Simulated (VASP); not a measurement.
# C (Im-3m) in VASP: further runs

The runs below take C through relaxation of cell and atoms, single point, with PBEsol.

Everything below comes from runs of VASP 6.6.1. Logs are shortened: lines on timing, memory, paths and dates and some standing lists are left out, and cuts for length are marked.

## 1. The cell of the first run

Symmetry: Im-3m, No. 229, cubic system. The conventional cell has a = 2.365 Å, b = 2.365 Å, c = 2.365 Å, α = 90.00°, β = 90.00°, γ = 90.00°. Within 2.7 Å of C (site symmetry m-3m) lie 14 C at 2.05 to 2.37 Å.

## 2. Relaxation of cell and atoms, PBEsol

Input file INCAR:

```
PREC = Accurate ; ENCUT = 600
EDIFF = 1E-7 ; ISMEAR = -1
SIGMA = 0.1 ; LREAL = F
LASPH = T ; NELM = 80
ALGO = Normal ; ISIF = 3
LWAVE = F ; LCHARG = F
GGA = PS ; IBRION = 2
NSW = 80 ; EDIFFG = -0.01
```

Input file KPOINTS:

```
regular mesh
0
Gamma
  18 18 18
```

Input file POSCAR:

```
C
1.0
   -1.1826249197      1.1826249197      1.1826249197
    1.1826249197     -1.1826249197      1.1826249197
    1.1826249197      1.1826249197     -1.1826249197
C
1
Direct
    0.0000000000      0.0000000000      0.0000000000
```

Potentials or basis: VASP PAW PBE potentials, release 64 (C).

Command:

```sh
$ cat potpaw_PBE.64/C/POTCAR > POTCAR
$ mpirun -np 1 vasp_std > vasp.out
```

OUTCAR:

```text
PREC = Accurate
   ENCUT = 600
   EDIFF = 1E-7
   ISMEAR = -1
   LREAL = F
   LASPH = T
   NELM = 80
   ISIF = 3
   GGA = PS
   IBRION = 2
   NSW = 80
   EDIFFG = -0.01

 ion  position               nearest neighbor table
   1  0.000  0.000  0.000-

  LATTYP: Found a body centered cubic cell.
 ALAT       =     2.3652498394

  Lattice vectors:

 A1 = (  -1.1826249197,   1.1826249197,   1.1826249197)
 A2 = (   1.1826249197,  -1.1826249197,   1.1826249197)
 A3 = (   1.1826249197,   1.1826249197,  -1.1826249197)

Analysis of symmetry for initial positions (statically):
=====================================================================
 Subroutine PRICEL returns:
 Original cell was already a primitive cell.

 Routine SETGRP: Setting up the symmetry group for a
 body centered cubic supercell.

 Subroutine GETGRP returns: Found 48 space group operations
 (whereof 48 operations were pure point group operations)
 out of a pool of 48 trial point group operations.

The static configuration has the point symmetry O_h .

Analysis of symmetry for dynamics (positions and initial velocities):
=====================================================================
 Subroutine PRICEL returns:
 Original cell was already a primitive cell.

 Routine SETGRP: Setting up the symmetry group for a
 body centered cubic supercell.

 Subroutine GETGRP returns: Found 48 space group operations
 (whereof 48 operations were pure point group operations)
 out of a pool of 48 trial point group operations.

The dynamic configuration has the point symmetry O_h .

 Subroutine INISYM returns: Found 48 space group operations
 (whereof 48 operations are pure point group operations),
 and found     1 'primitive' translations

----------------------------------------------------------------------------------------

                                     Primitive cell

  volume of cell :       6.6161

  direct lattice vectors                    reciprocal lattice vectors
    -1.182624920  1.182624920  1.182624920     0.000000000  0.422788317  0.422788317
     1.182624920 -1.182624920  1.182624920     0.422788317  0.000000000  0.422788317
     1.182624920  1.182624920 -1.182624920     0.422788317  0.422788317  0.000000000

  length of vectors
     2.048366447  2.048366447  2.048366447     0.597912973  0.597912973  0.597912973

  position of ions in fractional coordinates (direct lattice)
     0.000000000  0.000000000  0.000000000

  ion indices of the primitive-cell ions
[... 80 lines left out ...]
   ISIF   =      3    stress and relaxation
   ISYM   =      2    0-nonsym 1-usesym 2-fastsym
   POTIM  = 0.5000    time-step for ionic-motion
   TEBEG  =    0.0;   TEEND  =   0.0 temperature during run
   PSTRESS=    0.0 pullay stress
   NELECT =       4.0000    total number of electrons
   NUPDOWN=      -1.0000    fix difference up-down
   EMIN   =  10.00;   EMAX   =-10.00  energy-range for DOS
   EFERMI =   0.00;   METHOD = LEGACY
   ISMEAR =    -1;   SIGMA  =   0.10  broadening in eV -4-tet -1-fermi 0-gaus
   EFERMI_NEDOS =   21; number of points for ismear=-14 and -15
   IALGO  =     38    algorithm
   IMIX   =      4    mixing-type and parameters
     AMIX     =   0.40;   BMIX     =  1.00
     AMIX_MAG =   1.60;   BMIX_MAG =  1.00
  volume/ion in A,a.u.               =       6.62        44.65
  Fermi-wavevector in a.u.,A,eV,Ry     =   1.384292  2.615933 26.072371  1.916265
  Thomas-Fermi vector in A             =   2.508810
   LORBIT       =      0    0 simple, 1 ext, 2 COOP (PROOUT), +10 PAW based schemes
   GGA     = PS    functional components
   LHFCALC =     F    Hartree Fock is set to
   AEXX    =    0.0000 exact exchange contribution
   IVDW    =     0    specifies the selected vdW correction
   LEPSILON=     F    determine dielectric tensor
   LRPA    =     F    only Hartree local field effects (RPA)
 conjugate gradient relaxation of ions
 non-spin polarized calculation
  energy-cutoff  :      600.00
  volume of cell :        6.62
 maximum number of plane-waves:       236
   NGX =  9   NGY =  9   NGZ =  9

--------------------------------------- Ionic step        1  -------------------------------------------

 number of electron       4.0000000 magnetization

 Free energy of the ion-electron system (eV)
  ---------------------------------------------------
  ext. energy  EPLUGINS =         0.00000000
  ---------------------------------------------------
  free energy    TOTEN  =        -5.43336569 eV

  energy without entropy =       -5.42228285  energy(sigma->0) =       -5.42782427

------------------------ aborting loop because EDIFF is reached ----------------------------------------

  FORCE on cell =-STRESS in cart. coord.  units (eV):
  Direction    XX          YY          ZZ          XY          YZ          ZX
  --------------------------------------------------------------------------------------
  -------------------------------------------------------------------------------------
  Total       -0.2231219     -0.2231219     -0.2231219      0.0000000      0.0000000      0.0000000
  in kB      -54.0320797    -54.0320797    -54.0320797      0.0000000      0.0000000      0.0000000
  external PRESSURE =     -54.0320797 kB  Pullay stress =       0.0000000 kB
[... 57 lines left out ...]
--------------------------------------- Ionic step        3  -------------------------------------------

 number of electron       4.0000000 magnetization

 Free energy of the ion-electron system (eV)
  ---------------------------------------------------
  ext. energy  EPLUGINS =         0.00000000
  ---------------------------------------------------
  free energy    TOTEN  =        -5.43639445 eV

  energy without entropy =       -5.42541134  energy(sigma->0) =       -5.43090289

 E-fermi :   9.0198     XC(G=0): -13.3968

 val. band max:        9.0119350670   @ k =  -0.3889   0.3889   0.3333
 cond. band min:       9.0716780814   @ k =  -0.3333   0.4444   0.1667
 fundamental gap:      0.0597430144
 Fermi energy:         9.0198065066

 k-point     1 :       0.0000    0.0000    0.0000
  band No.  band energies     occupation
      1     -11.1393      2.00000
      2      18.4776      0.00000
      3      18.4776      0.00000
      4      18.4776      0.00000
      5      42.7956      0.00000
      6      42.7956      0.00000
[... 199 lines left out ...]
 k-point    24 :       0.3889    0.1111    0.0000
  band No.  band energies     occupation
      1      -1.8383      2.00000
      2       2.9347      2.00000
      3      12.3355      0.00000
      4      16.0860      0.00000
      5      32.0716      0.00000
      6      33.6039      0.00000

 [... further k-points ...]
[... 5 lines left out ...]
  --------------------------------------------------------------------------------------
  -------------------------------------------------------------------------------------
  Total       -0.0001627     -0.0001627     -0.0001627      0.0000000     -0.0000000      0.0000000
  in kB       -0.0404829     -0.0404829     -0.0404829      0.0000000     -0.0000000      0.0000000
  external PRESSURE =      -0.0404829 kB  Pullay stress =       0.0000000 kB
[... 16 lines left out ...]
  FREE ENERGIE OF THE ION-ELECTRON SYSTEM (eV)
  ---------------------------------------------------
  free  energy   TOTEN  =        -5.4363944454 eV

  energy  without entropy=       -5.4254113356  energy(sigma->0) =       -5.43090289

 reached required accuracy - stopping structural energy minimisation
```

CONTCAR:

```text
C
   1.00000000000000
    -1.1720554742750191    1.1720554742750191    1.1720554742750191
     1.1720554742750191   -1.1720554742750191    1.1720554742750191
     1.1720554742750191    1.1720554742750191   -1.1720554742750191
  C
     1
Direct
     0.0000000000000000    0.0000000000000000    0.0000000000000000

  0.00000000E+00  0.00000000E+00  0.00000000E+00
```

It took 5.4 s on 1 thread of Intel Xeon 6975P-C, shared host; peak memory 0.11 GiB.

What came out:

- Free energy: -5.4364 eV
- Relaxed volume: 6.44 Å³/atom
- Relaxed cell: a = 2.030 Å, b = 2.030 Å, c = 2.030 Å, α = 109.47°, β = 109.47°, γ = 109.47°
- Space group after relaxing (to 0.05 Å): Im-3m (No. 229)
- Energy gained by relaxing: 3.0 meV/atom
- Ionic steps: 3
- Pressure after relaxing: 0.0 GPa
- Band gap on the k mesh: zero (band 2 reaches 18.48 eV, above the bottom of band 3 at 3.67 eV)

Step by step:
| step | energy change (eV) | largest force (eV/Å) | pressure (GPa) | volume (Å³) |
| --- | --- | --- | --- | --- |
| 1 | 0.0000 | 0.0000 | -5.40 | 6.62 |
| 2 | -0.0029 | 0.0000 | 1.19 | 6.40 |
| 3 | -0.0030 | 0.0000 | 0.00 | 6.44 |

Final structure:
```
C
1.0
    -1.17206    1.17206    1.17206
     1.17206   -1.17206    1.17206
     1.17206    1.17206   -1.17206
C
1
Direct
  0.00000 0.00000 0.00000
```

Levels at points of the mesh, in eV from the Fermi level:
```
           k point  band 1  band 2  band 3  band 4  band 5  band 6
(0.00, 0.00, 0.00)  -20.16    9.46    9.46    9.46   33.78   33.78
(0.50, 0.00, 0.00)   -9.28   -8.65    4.59    7.95   22.09   23.02
(0.50, 0.50, 0.50)   -1.66   -1.66   -1.66    1.13   11.82   11.82
```

Caveat: the PAW data sets were made with another functional, which shifts forces and pressure a little.

## 3. Single point, PBEsol

This run uses another cell than the first one, of 6.44 Å³/atom, 0.973 times its volume.

Input file INCAR:

```
PREC = Accurate ; ENCUT = 520
EDIFF = 1E-6 ; ISMEAR = -1
SIGMA = 0.1 ; LREAL = F
LASPH = T ; NELM = 60
ALGO = Normal ; ISIF = 2
LWAVE = F ; LCHARG = T
GGA = PS ; LELF = T
LVHAR = T ; NBANDS = 8
```

Input file KPOINTS:

```
Automatic mesh
0
Gamma
  31 31 31
```

Input file POSCAR:

```
C
1.0
   -1.1720529854      1.1720529854      1.1720529854
    1.1720529854     -1.1720529854      1.1720529854
    1.1720529854      1.1720529854     -1.1720529854
C
1
Direct
    0.0000000000      0.0000000000      0.0000000000
```

Potentials or basis: VASP PAW PBE potentials, release 64 (C).

Command:

```sh
$ cat potpaw_PBE.64/C/POTCAR > POTCAR
$ mpirun -np 1 vasp_std > vasp.out
```

Run time: 12 s. Hardware: 1 thread of Intel Xeon 6975P-C, shared host; peak memory 0.14 GiB.

Results (log left out):

| Quantity | Value |
| --- | --- |
| Free energy | -5.4358 eV |
| Pressure | 0.0 GPa |
| Band gap on the k mesh | zero (band 2 reaches 18.48 eV, above the bottom of band 3 at 3.72 eV) |

Levels at points of the mesh, in eV from the Fermi level:
```tsv
k point	band 1	band 2	band 3	band 4	band 5
(0.00, 0.00, 0.00)	-20.14	9.48	9.48	9.48	33.79
```

Caveat: the PAW data sets were made with another functional, which shifts forces and pressure a little.
